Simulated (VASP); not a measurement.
A run of VASP 6.6.1 is set up as follows.

INCAR

```
ALGO = Normal
EDIFF = 1E-6
ENCUT = 520
GGA = PE
ISIF = 2
ISMEAR = 0
LASPH = True
LCHARG = True
LELF = True
LREAL = False
LVHAR = True
LWAVE = False
NBANDS = 32
NELM = 80
PREC = Accurate
SIGMA = 0.1
```

Contents of KPOINTS:

```
k-points
0
Gamma
  4 4 4
```

File POSCAR:

```
Cs4Ti
1.0
    0.0000000000      5.1131045700      5.1131045700
    5.1131045700      0.0000000000      5.1131045700
    5.1131045700      5.1131045700      0.0000000000
Cs Ti
4 1
Direct
    0.1221335000      0.1221335000      0.1221335000
    0.1221335000      0.1221335000      0.6335994900
    0.1221335000      0.6335994900      0.1221335000
    0.6335994900      0.1221335000      0.1221335000
    0.7500000000      0.7500000000      0.7500000000
```

Potentials or basis: VASP PAW PBE potentials, release 64 (Cs_sv, Ti_sv).

The run is started by

```bash
$ cat potpaw_PBE.64/Cs_sv/POTCAR potpaw_PBE.64/Ti_sv/POTCAR > POTCAR
$ mpirun -np 1 vasp_std > vasp.out
```

Predict the largest force.

0.439 eV/Å.

Predict the band gap on the k mesh.

zero (bands 24 and 25 overlap by 0.23 eV).

Predict the pressure.

2.6 GPa.

Forces in eV/Å, atoms in the order of the input:
```
Cs   0.253  0.253  0.253
Cs  -0.253 -0.253  0.253
Cs  -0.253  0.253 -0.253
Cs   0.253 -0.253 -0.253
Ti   0.000  0.000  0.000
```

Caveat: spin-orbit coupling is left out, which moves the levels of the heavy elements.
